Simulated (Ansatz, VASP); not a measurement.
**MgO in VASP and in Ansatz**

```
Mg O
1.0
     2.97993    0.00000    0.00000
     0.00000    2.97993    0.00000
     0.00000    0.00000   27.64278
Mg O
7 7
Direct
  0.50000 0.50000 0.27213
  0.00000 0.00000 0.34737
  0.50000 0.50000 0.42380
  0.00000 0.00000 0.50000
  0.50000 0.50000 0.57620
  0.00000 0.00000 0.65263
  0.50000 0.50000 0.72787
  0.00000 0.00000 0.27044
  0.50000 0.50000 0.34771
  0.00000 0.00000 0.42375
  0.50000 0.50000 0.50000
  0.00000 0.00000 0.57625
  0.50000 0.50000 0.65229
  0.00000 0.00000 0.72956
```

Alike in both runs: functional PBEsol; k mesh 9 × 9 × 1; occupations gaussian, width 0.05 eV; no spin polarisation.

Ansatz relaxed the structure, and its values are those at the end. VASP's run is a single point on that final structure, the one shown.

```csv
,VASP,Ansatz
version,VASP 6.6.1,Ansatz 0.2.0
potentials or method,"VASP PAW PBE potentials, release 64 (Mg, O), cutoff 520 eV","scalar-relativistic, plane waves, PAW"
valence electrons in the cell,56,112
```

Ansatz gave:

```
gap on the k mesh at the Fermi level (eV) : 3.72
least direct gap on the mesh (eV)         : 3.72
rms of the force components (eV/Å)        : 0.006
```

Problem. Estimate VASP's values.

Solution. gap on the k mesh at the Fermi level (eV): 3.71; least direct gap on the mesh (eV): 3.71; rms of the force components (eV/Å): 0.009.

VASP's potentials were made for PBE, not for PBEsol. With one functional, cell and mesh, what is left measures potentials, basis and numerics. VASP's potentials hold 56 valence electrons a cell and Ansatz's 112, so a difference there can come from the potentials and not from the codes.
